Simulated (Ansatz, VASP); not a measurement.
# Two plane-wave programs on Te

Contents of INCAR:

```
SYSTEM = Te
PREC     = Accurate       ! precision mode
ENCUT    = 520            ! plane-wave cutoff, eV
EDIFF    = 1E-6           ! SCF threshold, eV
ISMEAR   = -1             ! smearing method
SIGMA    = 0.05           ! smearing width, eV
LREAL    = .FALSE.        ! projectors in reciprocal space
LASPH    = .TRUE.         ! aspherical terms in the spheres
NELM     = 100            ! most SCF steps
ALGO     = Normal         ! electronic algorithm
ISIF     = 2              ! what is computed and relaxed
LWAVE    = .FALSE.        ! write WAVECAR
LCHARG   = .TRUE.         ! write CHGCAR
GGA      = RP             ! functional
LELF     = .TRUE.         ! ELF
LVHAR    = .TRUE.       
NBANDS   = 20             ! bands
```

File KPOINTS:

```
Automatic mesh
0
G
  4 4 4
  0 0 0
```

File POSCAR:

```
Te
1.0
    5.2232600000      0.0000000000      0.0000000000
    0.0000000000      5.2232600000      0.0000000000
    0.0000000000      0.0000000000      5.2232600000
Te
4
Direct
    0.8750000000      0.1250000000      0.6250000000
    0.3750000000      0.3750000000      0.3750000000
    0.1250000000      0.6250000000      0.8750000000
    0.6250000000      0.8750000000      0.1250000000
```

File input.yaml:

```yaml
crystal:
  lattice:
    - [5.22326, 0.0, 0.0]
    - [0.0, 5.22326, 0.0]
    - [0.0, 0.0, 5.22326]
  atoms:
    - { symbol: Te, position: [0.875, 0.125, 0.625] }
    - { symbol: Te, position: [0.375, 0.375, 0.375] }
    - { symbol: Te, position: [0.125, 0.625, 0.875] }
    - { symbol: Te, position: [0.625, 0.875, 0.125] }
hamiltonian:
  xc: rpbe
  pseudopotentials: { kind: paw }
kpoints:
  mp_grid: { grid: [4, 4, 4] }
  band_path:
    path:
      - [[0.0, 0.0, 0.0], [0.0, 0.5, 0.0], [0.5, 0.5, 0.0], [0.0, 0.0, 0.0], [0.5, 0.5, 0.5], [0.0, 0.5, 0.0]]
      - [[0.5, 0.5, 0.0], [0.5, 0.5, 0.5]]
    npoints: 14
scf:
  occupations: { method: fermi_dirac, width: 0.05 }
  n_extra_bands: 10
output:
  forces: true
  stress: true
  eigenvalues: true
  fatbands: true
  write_density: true
  write_potential: true
  elf: true
  volumetric_format: npy
```

Alike in both runs: functional RPBE; k mesh 4 × 4 × 4; occupations fermi-dirac, width 0.05 eV; no spin polarisation.

|  | VASP | Ansatz |
| --- | --- | --- |
| version | VASP 6.6.1 | Ansatz 0.2.0 |
| potentials or method | VASP PAW PBE potentials, release 64 (Te) | Ansatz PAW |
| plane-wave cutoff (eV) | 520 | 420 |
| valence electrons in the cell | 24 | 64 |
| task | single point | band structure |

|  | VASP | Ansatz | Ansatz less VASP |
| --- | --- | --- | --- |
| gap on the k mesh at the Fermi level (eV) | none | none | - |
| pressure (GPa) | 1.3 | 1.3 | +0.07 |

VASP's potentials were made for PBE, not for RPBE. A gap of «none» marks a metal or a gap that the smearing closes. VASP's potentials hold 24 valence electrons a cell and Ansatz's 64, so a difference there can come from the potentials and not from the codes.

Neither program's run includes spin-orbit coupling.
